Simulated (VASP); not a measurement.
# Au (P6_3/mmc) in VASP: further runs, part 2 of 2

VASP 6.6.1. Earlier steps stand in the parts before.

## (5) Single point, PBEsol (equal xx and yy strain of +1 %)

File INCAR:

```
ALGO = Normal
EDIFF = 1E-7
ENCUT = 520
GGA = PS
ISIF = 2
ISMEAR = -1
LASPH = T
LCHARG = F
LREAL = F
LWAVE = F
NBANDS = 18
NELM = 100
PREC = Accurate
SIGMA = 0.03
```

File KPOINTS:

```
k-points
0
Gamma
  14 14 8
```

File POSCAR:

```
Au
1.0
    2.9289983945      0.0000000000      0.0000000000
   -1.4644991973      2.5365870173      0.0000000000
    0.0000000000      0.0000000000      4.8800000000
Au
2
Direct
    0.3333333333      0.6666666667      0.7500000000
    0.6666666667      0.3333333333      0.2500000000
```

Potentials or basis: VASP PAW PBE potentials, release 64 (Au).

Command:

```sh
$ cat potpaw_PBE.64/Au/POTCAR > POTCAR
$ mpirun -np 1 vasp_std > vasp.out
```

OUTCAR:

```text
EDIFF = 1E-7
   ENCUT = 520
   GGA = PS
   ISIF = 2
   ISMEAR = -1
   LASPH = T
   LREAL = F
   NELM = 100
   PREC = Accurate

 ion  position               nearest neighbor table
   1  0.333  0.667  0.750-   2 2.97   2 2.97   2 2.97   2 2.97   2 2.97   2 2.97
   2  0.667  0.333  0.250-   1 2.97   1 2.97   1 2.97   1 2.97   1 2.97   1 2.97

  LATTYP: Found a hexagonal cell.
 ALAT       =     2.9289983945
 C/A-ratio  =     1.6660985575

  Lattice vectors:

 A1 = (   2.9289983945,   0.0000000000,   0.0000000000)
 A2 = (  -1.4644991973,   2.5365870173,   0.0000000000)
 A3 = (   0.0000000000,   0.0000000000,   4.8800000000)

Analysis of symmetry for initial positions (statically):
=====================================================================
 Subroutine PRICEL returns:
 Original cell was already a primitive cell.

 Routine SETGRP: Setting up the symmetry group for a
 hexagonal supercell.

 Subroutine GETGRP returns: Found 24 space group operations
 (whereof 12 operations were pure point group operations)
 out of a pool of 24 trial point group operations.

The static configuration has the point symmetry D_3d.
 The point group associated with its full space group is D_6h.

Analysis of symmetry for dynamics (positions and initial velocities):
=====================================================================
 Subroutine PRICEL returns:
 Original cell was already a primitive cell.

 Routine SETGRP: Setting up the symmetry group for a
 hexagonal supercell.

 Subroutine GETGRP returns: Found 24 space group operations
 (whereof 12 operations were pure point group operations)
 out of a pool of 24 trial point group operations.

The dynamic configuration has the point symmetry D_3d.
 The point group associated with its full space group is D_6h.

 Subroutine INISYM returns: Found 24 space group operations
[... 106 lines left out ...]
   TEBEG  =    0.0;   TEEND  =   0.0 temperature during run
   PSTRESS=    0.0 pullay stress
   NELECT =      22.0000    total number of electrons
   NUPDOWN=      -1.0000    fix difference up-down
   EMIN   =  10.00;   EMAX   =-10.00  energy-range for DOS
   EFERMI =   0.00;   METHOD = LEGACY
   ISMEAR =    -1;   SIGMA  =   0.03  broadening in eV -4-tet -1-fermi 0-gaus
   EFERMI_NEDOS =   21; number of points for ismear=-14 and -15
   IALGO  =     38    algorithm
   IMIX   =      4    mixing-type and parameters
     AMIX     =   0.40;   BMIX     =  1.00
     AMIX_MAG =   1.60;   BMIX_MAG =  1.00
  volume/ion in A,a.u.               =      18.13       122.34
  Fermi-wavevector in a.u.,A,eV,Ry     =   1.385967  2.619097 26.135484  1.920904
  Thomas-Fermi vector in A             =   2.510327
   LORBIT       =      0    0 simple, 1 ext, 2 COOP (PROOUT), +10 PAW based schemes
   GGA     = PS    functional components
   LHFCALC =     F    Hartree Fock is set to
   AEXX    =    0.0000 exact exchange contribution
   IVDW    =     0    specifies the selected vdW correction
   LEPSILON=     F    determine dielectric tensor
   LRPA    =     F    only Hartree local field effects (RPA)
 non-spin polarized calculation
  energy-cutoff  :      520.00
  volume of cell :       36.26
 maximum number of plane-waves:      1003
 NGX is ok and might be reduce to    24
   NGX = 11   NGY = 11   NGZ = 19

 number of electron      21.9999996 magnetization

 Free energy of the ion-electron system (eV)
  ---------------------------------------------------
  ext. energy  EPLUGINS =         0.00000000
  ---------------------------------------------------
  free energy    TOTEN  =        -7.75707892 eV

  energy without entropy =       -7.75373502  energy(sigma->0) =       -7.75540697

 E-fermi :   8.2332     XC(G=0): -12.5204

 val. band max:        8.2297926035   @ k =   0.2857   0.2143   0.2500
 cond. band min:       8.2424065886   @ k =   0.4286   0.0714   0.1250
 fundamental gap:      0.0126139851
 Fermi energy:         8.2332498298

 k-point     1 :       0.0000    0.0000    0.0000
  band No.  band energies     occupation
      1      -1.0021      2.00000
      2       1.4326      2.00000
      3       3.8017      2.00000
      4       4.0248      2.00000
      5       4.0248      2.00000
      6       4.3138      2.00000
[... 481 lines left out ...]
      5       3.8424      2.00000
      6       3.9710      2.00000
[... 10 lines left out ...]
     17      18.9212      0.00000
     18      19.1762      0.00000

 [... further k-points ...]
[... 5 lines left out ...]
  --------------------------------------------------------------------------------------
  -------------------------------------------------------------------------------------
  Total       -2.0662975     -2.0662975     -2.0358305      0.0000000      0.0000000      0.0000000
  in kB      -91.3092382    -91.3092382    -89.9629083      0.0000000      0.0000000      0.0000000
  external PRESSURE =     -90.8604616 kB  Pullay stress =       0.0000000 kB

 VOLUME and BASIS-vectors are now :
 -----------------------------------------------------------------------------
  energy-cutoff  :      520.00
  volume of cell :       36.26
      direct lattice vectors                 reciprocal lattice vectors
     2.928998395  0.000000000  0.000000000     0.341413639  0.197115256  0.000000000
    -1.464499197  2.536587017  0.000000000     0.000000000  0.394230513  0.000000000
     0.000000000  0.000000000  4.880000000     0.000000000  0.000000000  0.204918033

 POSITION                                       TOTAL-FORCE (eV/Angst)
 -----------------------------------------------------------------------------------
     -0.00000      1.69106      3.66000        -0.000000      0.000000      0.000000
      1.46450      0.84553      1.22000         0.000000     -0.000000      0.000000
 -----------------------------------------------------------------------------------
    total drift:                               -0.000000      0.000000     -0.000000

  FREE ENERGIE OF THE ION-ELECTRON SYSTEM (eV)
  ---------------------------------------------------
  free  energy   TOTEN  =        -7.7570789176 eV

  energy  without entropy=       -7.7537350160  energy(sigma->0) =       -7.75540697
```

OSZICAR:

```text
N       E                     dE             d eps       ncg     rms          rms(c)
DAV:   1     0.121047923972E+03    0.12105E+03   -0.11641E+04  4320   0.118E+03
DAV:   2    -0.632748431649E+01   -0.12738E+03   -0.12164E+03  4578   0.258E+02
DAV:   3    -0.842313289855E+01   -0.20956E+01   -0.20840E+01  5060   0.331E+01
DAV:   4    -0.843221266232E+01   -0.90798E-02   -0.90785E-02  4790   0.230E+00
DAV:   5    -0.843229538998E+01   -0.82728E-04   -0.82727E-04  4834   0.235E-01    0.112E+01
DAV:   6    -0.779579044331E+01    0.63650E+00   -0.12700E+00  4460   0.102E+01    0.721E+00
DAV:   7    -0.776189212608E+01    0.33898E-01   -0.81894E-02  4826   0.252E+00    0.352E+00
DAV:   8    -0.775710061632E+01    0.47915E-02   -0.53935E-03  4530   0.601E-01    0.374E-01
DAV:   9    -0.775707085849E+01    0.29758E-04   -0.39995E-05  4848   0.555E-02    0.179E-02
DAV:  10    -0.775707913042E+01   -0.82719E-05   -0.25853E-06  4894   0.156E-02    0.868E-03
DAV:  11    -0.775707893431E+01    0.19611E-06   -0.10462E-07  3322   0.246E-03    0.647E-04
DAV:  12    -0.775707891761E+01    0.16699E-07   -0.94688E-09  2318   0.708E-04
   1 F= -.77570789E+01 E0= -.77554070E+01  d E =-.334390E-02
```

It took 33 s on 1 thread of Intel Xeon 6975P-C (Granite Rapids), shared host; peak memory 0.2 GiB.

Results:

- Free energy: -7.7571 eV
- Pressure: -9.1 GPa
- Band gap on the k mesh: zero (band 11 reaches 11.91 eV, above the bottom of band 12 at 5.75 eV)

Caveat: the cell differs from its parent crystal (equal xx and yy strain of +1 %); the PAW data sets were made with another functional, which shifts forces and pressure a little; spin-orbit coupling is left out, which moves the levels of the heavy elements.

## (6) Overview

| cell | gap on the mesh (eV) | pressure (GPa) |
| --- | --- | --- |
| a = 2.890, b = 2.890, c = 4.864 Å, angles 90.0, 90.0, 120.0°, 2 atoms | none | -5.3 |
| a = 2.900, b = 2.900, c = 4.978 Å, angles 90.0, 90.0, 120.0°, 2 atoms | none | -8.8 |
| a = 2.919, b = 2.919, c = 4.912 Å, angles 90.0, 90.0, 120.0°, 2 atoms | none | -9.0 |
| a = 2.929, b = 2.929, c = 4.880 Å, angles 90.0, 90.0, 120.0°, 2 atoms | none | -9.1 |

Alike in all rows: task single point; level PBEsol; potentials or basis VASP PAW PBE potentials, release 64 (Au); no spin polarisation; k mesh 14 × 14 × 8; cutoff (eV) 520; smearing fermi-dirac 0.03 eV.

Caveats: the PAW data sets were made with another functional, which shifts forces and pressure a little; spin-orbit coupling is left out, which moves the levels of the heavy elements.

Absolute energies hang on the potentials; compare differences alone.
